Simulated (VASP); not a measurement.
# Si7H2 in VASP: single point with PBE+D3(BJ)

Aim: the single point of Si7H2 with PBE+D3(BJ).

All numbers are computed with VASP 6.6.1; they aren't measurements. Logs are shortened: lines on timing, memory, paths and dates and some standing lists are left out, and cuts for length are marked.

## Step 1: The cell of the first run

The cell holds a slab with vacuum, 18 atoms: a = 7.667 Å, b = 3.834 Å, c = 26.093 Å, α = 90.00°, β = 90.00°, γ = 90.00°.

## Step 2: Single point, PBE+D3(BJ)

Contents of INCAR:

```
PREC = Accurate ; ENCUT = 520
EDIFF = 1E-6 ; ISMEAR = 0
SIGMA = 0.05 ; LREAL = Auto
LASPH = T ; NELM = 60
ALGO = Normal ; ISIF = 2
LWAVE = F ; LCHARG = F
LDIPOL = T ; IDIPOL = 3
DIPOL = 0.5 0.5 0.472 ; GGA = PE
IVDW = 12 ; NBANDS = 45
```

Contents of KPOINTS:

```
regular mesh
0
Gamma
  4 8 1
```

Contents of POSCAR:

```
Si7H2
1.0
    7.6671912444      0.0000000000      0.0000000000
    0.0000000000      3.8335956222      0.0000000000
    0.0000000000      0.0000000000     26.0926103824
H Si
4 14
Direct
    0.5000000000      0.6826517140      0.3257627303
    0.5000000000      0.3173482860      0.3257627303
    0.0000000000      0.3173482860      0.3257627303
    0.0000000000      0.6826517140      0.3257627303
    0.5000000000      0.0000000000      0.3587347476
    0.0000000000      0.0000000000      0.3587347476
    0.7500000000      0.0000000000      0.4106797508
    0.2500000000      0.0000000000      0.4106797508
    0.7500000000      0.5000000000      0.4626247541
    0.2500000000      0.5000000000      0.4626247541
   -0.0008606002      0.5000000000      0.5173287174
    0.5004669481      0.5000000000      0.5120125820
    0.0023852078      0.0000000000      0.5714690620
    0.4890684264      0.0000000000      0.5621192200
    0.2612503242      0.0000000000      0.6219165835
    0.7371176886      0.0000000000      0.6194558939
    0.3076112284      0.5000000000      0.6751803095
    0.5969267017      0.5000000000      0.6498178824
```

Potentials or basis: VASP PAW PBE potentials, release 64 (H, Si).

Launch:

```bash
$ cat potpaw_PBE.64/H/POTCAR potpaw_PBE.64/Si/POTCAR > POTCAR
$ mpirun -np 1 vasp_std > vasp.out
```

OUTCAR:

```text
PREC = Accurate
   ENCUT = 520
   EDIFF = 1E-6
   ISMEAR = 0
   LREAL = Auto
   LASPH = T
   NELM = 60
   ISIF = 2
   GGA = PE
   IVDW = 12
 IVDW          = 12

 ion  position               nearest neighbor table
   1  0.500  0.683  0.326-   5 1.49
   2  0.500  0.317  0.326-   5 1.49
   3  0.000  0.317  0.326-   6 1.49
   4  0.000  0.683  0.326-   6 1.49
   5  0.500  0.000  0.359-   1 1.49   2 1.49   7 2.35   8 2.35
   6  0.000  0.000  0.359-   3 1.49   4 1.49   7 2.35   8 2.35
   7  0.750  0.000  0.411-   5 2.35   6 2.35   9 2.35   9 2.35
   8  0.250  0.000  0.411-   5 2.35   6 2.35  10 2.35  10 2.35
   9  0.750  0.500  0.463-  12 2.31   7 2.35   7 2.35  11 2.38
  10  0.250  0.500  0.463-  12 2.31   8 2.35   8 2.35  11 2.40
  11  0.999  0.500  0.517-  13 2.38  13 2.38   9 2.38  10 2.40
  12  0.500  0.500  0.512-   9 2.31  10 2.31  14 2.32  14 2.32
  13  0.002  0.000  0.571-  11 2.38  11 2.38  15 2.38  16 2.39
  14  0.489  0.000  0.562-  12 2.32  12 2.32  15 2.34  16 2.42  18 3.10  18 3.10
  15  0.261  0.000  0.622-  14 2.34  13 2.38  17 2.39  17 2.39
  16  0.737  0.000  0.619-  18 2.34  18 2.34  13 2.39  14 2.42
  17  0.308  0.500  0.675-  18 2.31  15 2.39  15 2.39
  18  0.597  0.500  0.650-  17 2.31  16 2.34  16 2.34  14 3.10  14 3.10

  LATTYP: Found a simple orthorhombic cell.
 ALAT       =     3.8335956222
 B/A-ratio  =     2.0000000000
 C/A-ratio  =     6.8063022170

  Lattice vectors:

 A1 = (   0.0000000000,  -3.8335956222,   0.0000000000)
 A2 = (   7.6671912444,   0.0000000000,   0.0000000000)
 A3 = (   0.0000000000,   0.0000000000,  26.0926103824)

Analysis of symmetry for initial positions (statically):
=====================================================================
 Subroutine PRICEL returns:
 Original cell was already a primitive cell.

 Routine SETGRP: Setting up the symmetry group for a
 simple orthorhombic supercell.

 Subroutine GETGRP returns: Found  2 space group operations
 (whereof  2 operations were pure point group operations)
 out of a pool of  8 trial point group operations.

The static configuration has the point symmetry C_1h.

Analysis of symmetry for dynamics (positions and initial velocities):
=====================================================================
 Subroutine PRICEL returns:
 Original cell was already a primitive cell.

 Routine SETGRP: Setting up the symmetry group for a
 simple orthorhombic supercell.

 Subroutine GETGRP returns: Found  2 space group operations
 (whereof  2 operations were pure point group operations)
 out of a pool of  8 trial point group operations.

The dynamic configuration has the point symmetry C_1h.

 Subroutine INISYM returns: Found  2 space group operations
 (whereof  2 operations are pure point group operations),
 and found     1 'primitive' translations

----------------------------------------------------------------------------------------

                                     Primitive cell

  volume of cell :     766.9378

  direct lattice vectors                    reciprocal lattice vectors
     7.667191244  0.000000000  0.000000000     0.130425858  0.000000000  0.000000000
     0.000000000  3.833595622  0.000000000     0.000000000  0.260851717  0.000000000
     0.000000000  0.000000000 26.092610382     0.000000000  0.000000000  0.038325027

  length of vectors
     7.667191244  3.833595622 26.092610382     0.130425858  0.260851717  0.038325027

  position of ions in fractional coordinates (direct lattice)
     0.500000000  0.682651714  0.325762730
     0.500000000  0.317348286  0.325762730
     0.000000000  0.317348286  0.325762730
     0.000000000  0.682651714  0.325762730
     0.500000000  0.000000000  0.358734748
     0.000000000  0.000000000  0.358734748
[... 10 lines left out ...]
     0.307611228  0.500000000  0.675180310
     0.596926702  0.500000000  0.649817882

  ion indices of the primitive-cell ions
   primitive index   ion index
                 1           1
                 2           2
                 3           3
                 4           4
                 5           5
                 6           6
[... 10 lines left out ...]
                17          17
                18          18

----------------------------------------------------------------------------------------

 KPOINTS: regular mesh

Automatic generation of k-mesh.
 Grid dimensions read from file:
 generate k-points for:    4    8    1

 Generating k-lattice:

  Cartesian coordinates                     Fractional coordinates (reciprocal lattice)
     0.032606465  0.000000000  0.000000000     0.250000000  0.000000000  0.000000000
     0.000000000  0.032606465  0.000000000     0.000000000  0.125000000  0.000000000
     0.000000000  0.000000000  0.038325027     0.000000000  0.000000000  1.000000000

  Length of vectors
     0.032606465  0.032606465  0.038325027

  Shift w.r.t. Gamma in fractional coordinates (k-lattice)
     0.000000000  0.000000000  0.000000000

 Subroutine IBZKPT returns following result:
 ===========================================

 Found     15 irreducible k-points:

 Following reciprocal coordinates:
            Coordinates               Weight
  0.000000  0.000000  0.000000      1.000000
  0.250000  0.000000  0.000000      2.000000
  0.500000  0.000000  0.000000      1.000000
  0.000000  0.125000  0.000000      2.000000
  0.250000  0.125000  0.000000      4.000000
  0.500000  0.125000  0.000000      2.000000
  0.000000  0.250000  0.000000      2.000000
  0.250000  0.250000  0.000000      4.000000
  0.500000  0.250000  0.000000      2.000000
  0.000000  0.375000  0.000000      2.000000
  0.250000  0.375000  0.000000      4.000000
  0.500000  0.375000  0.000000      2.000000
  0.000000  0.500000  0.000000      1.000000
  0.250000  0.500000  0.000000      2.000000
  0.500000  0.500000  0.000000      1.000000
   k-points           NKPTS =     15   k-points in BZ     NKDIM =     15   number of bands    NBANDS=     45
   number of dos      NEDOS =    301   number of ions     NIONS =     18
   total plane-waves  NPLWV = 352800
   dimension x,y,z NGX =    60 NGY =   30 NGZ =  196
   dimension x,y,z NGXF=   120 NGYF=   60 NGZF=  392
   ions per type =               4  14
   NGX,Y,Z   is equivalent  to a cutoff of  13.01, 13.01, 12.49 a.u.
   NGXF,Y,Z  is equivalent  to a cutoff of  26.02, 26.02, 24.98 a.u.
 SYSTEM =  unknown system
   PREC   = accura    normal or accurate (medium, high low for compatibility)
   ISTART =      0    job   : 0-new  1-cont  2-samecut
   ICHARG =      2    charge: 1-file 2-atom 10-const
   ISPIN  =      1    spin polarized calculation?
   LNONCOLLINEAR =      F non collinear calculations
   LSORBIT =      F    spin-orbit coupling
   LASPH  =      T    aspherical Exc in radial PAW
   ENCUT  =  520.0 eV  38.22 Ry    6.18 a.u.  14.26  7.13 48.51*2*pi/ulx,y,z
   NELM   =     60;   NELMIN=  2; NELMDL= -5     # of ELM steps
   EDIFF  = 0.1E-05   stopping-criterion for ELM
   LREAL  =      T    real-space projection
   EDIFFG = 0.1E-04   stopping-criterion for IOM
   NSW    =      0    number of steps for IOM
   IBRION =     -1    ionic relax: 0-MD 1-quasi-New 2-CG
   NFREE  =      0    steps in history (QN), initial steepest desc. (CG)
   ISIF   =      2    stress and relaxation
   ISYM   =      2    0-nonsym 1-usesym 2-fastsym
   POTIM  = 0.5000    time-step for ionic-motion
   TEBEG  =    0.0;   TEEND  =   0.0 temperature during run
   PSTRESS=    0.0 pullay stress
   NELECT =      60.0000    total number of electrons
   NUPDOWN=      -1.0000    fix difference up-down
   EMIN   =  10.00;   EMAX   =-10.00  energy-range for DOS
   EFERMI =   0.00;   METHOD = LEGACY
   ISMEAR =     0;   SIGMA  =   0.05  broadening in eV -4-tet -1-fermi 0-gaus
   EFERMI_NEDOS =   21; number of points for ismear=-14 and -15
   IALGO  =     38    algorithm
   IMIX   =      4    mixing-type and parameters
     AMIX     =   0.40;   BMIX     =  1.00
     AMIX_MAG =   1.60;   BMIX_MAG =  1.00
  volume/ion in A,a.u.               =      42.61       287.53
  Fermi-wavevector in a.u.,A,eV,Ry     =   0.700173  1.323135  6.670146  0.490242
  Thomas-Fermi vector in A             =   1.784253
   LORBIT       =      0    0 simple, 1 ext, 2 COOP (PROOUT), +10 PAW based schemes
   GGA     = PE    functional components
   LHFCALC =     F    Hartree Fock is set to
   AEXX    =    0.0000 exact exchange contribution
   IVDW    =    12    specifies the selected vdW correction
   LEPSILON=     F    determine dielectric tensor
   LRPA    =     F    only Hartree local field effects (RPA)
 non-spin polarized calculation
 Gauss-broadening in eV      SIGMA  =   0.05
  energy-cutoff  :      520.00
  volume of cell :      766.94
 maximum number of plane-waves:     20730
 NGX is ok and might be reduce to    60
   NGX = 29   NGY = 15   NGZ = 97

 dipolmoment           0.000000      0.000000     -0.108427 electrons x Angstroem

 number of electron      60.0000003 magnetization

 dipolmoment           0.000000      0.000000      0.083188 electrons x Angstroem

 Free energy of the ion-electron system (eV)
  ---------------------------------------------------
  ext. energy  EPLUGINS =         0.00000000
  ---------------------------------------------------
  free energy    TOTEN  =       -86.01536032 eV

  energy without entropy =      -86.01534686  energy(sigma->0) =      -86.01535359

 E-fermi :  -0.6930     XC(G=0):  -4.1816

 val. band max:       -0.8128186035   @ k =   0.5000   0.1250   0.0000
 cond. band min:      -0.5820247600   @ k =   0.0000   0.5000   0.0000
 fundamental gap:      0.2307938436
 Fermi energy:        -0.6929609201

 k-point     1 :       0.0000    0.0000    0.0000
  band No.  band energies     occupation
      1     -12.5942      2.00000
      2     -11.9428      2.00000
      3     -10.8213      2.00000
      4     -10.5197      2.00000
      5     -10.5065      2.00000
      6      -9.9937      2.00000
[... 34 lines left out ...]
     41       2.4309      0.00000
     42       2.4665      0.00000

 k-point     2 :       0.2500    0.0000    0.0000
  band No.  band energies     occupation
      1     -12.4844      2.00000
      2     -11.8581      2.00000
      3     -11.2657      2.00000
      4     -10.8199      2.00000
      5     -10.4803      2.00000
      6      -9.8160      2.00000
[... 34 lines left out ...]
     41       2.5451      0.00000
     42       2.5644      0.00000

 k-point     3 :       0.5000    0.0000    0.0000
  band No.  band energies     occupation
      1     -12.3029      2.00000
      2     -11.8105      2.00000
      3     -11.5783      2.00000
      4     -11.0529      2.00000
      5     -10.4557      2.00000
      6      -9.9308      2.00000
[... 34 lines left out ...]
     41       2.7594      0.00000
     42       2.7774      0.00000

 k-point     4 :       0.0000    0.1250    0.0000
  band No.  band energies     occupation
      1     -12.4564      2.00000
      2     -11.8124      2.00000
      3     -10.7029      2.00000
      4     -10.3863      2.00000
      5     -10.3717      2.00000
      6      -9.8635      2.00000
[... 439 lines left out ...]
     41       2.5869      0.00000
     42       2.8009      0.00000

 k-point    14 :       0.2500    0.5000    0.0000
  band No.  band energies     occupation
      1     -10.5203      2.00000
      2     -10.4369      2.00000
      3     -10.3167      2.00000
      4      -9.5587      2.00000
      5      -9.3557      2.00000
      6      -9.2778      2.00000
[... 34 lines left out ...]
     41       2.7459      0.00000
     42       2.9574      0.00000

 k-point    15 :       0.5000    0.5000    0.0000
  band No.  band energies     occupation
      1     -10.2907      2.00000
      2     -10.1440      2.00000
      3      -9.9584      2.00000
      4      -9.9395      2.00000
      5      -9.9041      2.00000
      6      -9.7283      2.00000
[... 34 lines left out ...]
     41       3.0686      0.00000
     42       3.1059      0.00000
 [bands above 42 left out]

------------------------ aborting loop because EDIFF is reached ----------------------------------------

 vacuum level on the upper side and lower side of the slab       (xc-potential included)         0.134        -0.376

 Edisp (eV)   -3.76627

 E8    (eV) :    -1.5747

  FORCE on cell =-STRESS in cart. coord.  units (eV):
  Direction    XX          YY          ZZ          XY          YZ          ZX
  --------------------------------------------------------------------------------------
  -------------------------------------------------------------------------------------
  Total      -2.48392     6.87256    -0.00423     0.00000     0.00000     0.01816
  in kB      -5.18905    14.35717    -0.00883     0.00000     0.00000     0.03795
  external pressure =        3.05 kB  Pullay stress =        0.00 kB

 VOLUME and BASIS-vectors are now :
 -----------------------------------------------------------------------------
  energy-cutoff  :      520.00
  volume of cell :      766.94
      direct lattice vectors                 reciprocal lattice vectors
     7.667191244  0.000000000  0.000000000     0.130425858  0.000000000  0.000000000
     0.000000000  3.833595622  0.000000000     0.000000000  0.260851717  0.000000000
     0.000000000  0.000000000 26.092610382     0.000000000  0.000000000  0.038325027

 POSITION                                       TOTAL-FORCE (eV/Angst)
 -----------------------------------------------------------------------------------
      3.83360      2.61701      8.50000        -0.001572      0.471725     -0.072737
      3.83360      1.21658      8.50000        -0.001572     -0.471725     -0.072737
      0.00000      1.21658      8.50000         0.000540     -0.480353     -0.085893
      0.00000      2.61701      8.50000         0.000540      0.480353     -0.085893
      3.83360      0.00000      9.36033         0.002729      0.000000      0.245637
      0.00000      0.00000      9.36033         0.001685      0.000000      0.192687
[... 10 lines left out ...]
      2.35851      1.91680     17.61722        -0.005935      0.000000      0.003894
      4.57675      1.91680     16.95544         0.003299      0.000000     -0.012920
 -----------------------------------------------------------------------------------
    total drift:                                0.000359     -0.000000     -0.006760

  FREE ENERGIE OF THE ION-ELECTRON SYSTEM (eV)
  ---------------------------------------------------
  free  energy   TOTEN  =       -89.7816301725 eV

  energy  without entropy=      -89.7816167112  energy(sigma->0) =      -89.78162344

 vacuum level on the upper side and lower side of the slab         4.125         3.610
```

Run time: 24 min. Hardware: 1 thread of Intel Xeon Platinum 8375C at 2.90GHz (Ice Lake), shared host; peak memory 0.85 GiB.

Results:

```
Free energy                : -89.7816 eV
Largest force              : 0.488 eV/Å
Band gap on the k mesh     : 0.23 eV, indirect (least direct gap 0.82 eV)
Dispersion energy per atom : -0.209 eV
```

Forces on the atoms (eV/Å):
```
H   -0.002  0.472 -0.073
H   -0.002 -0.472 -0.073
H    0.001 -0.480 -0.086
H    0.001  0.480 -0.086
Si   0.003  0.000  0.246
Si   0.002  0.000  0.193
Si   0.150  0.000 -0.063
Si  -0.167  0.000 -0.079
Si   0.376  0.000 -0.014
Si  -0.362  0.000  0.028
Si  -0.001  0.000  0.004
Si   0.002  0.000  0.009
Si  -0.001  0.000  0.006
Si  -0.001  0.000  0.006
Si   0.005  0.000 -0.007
Si   0.001  0.000 -0.004
Si  -0.006  0.000  0.004
Si   0.003  0.000 -0.013
```
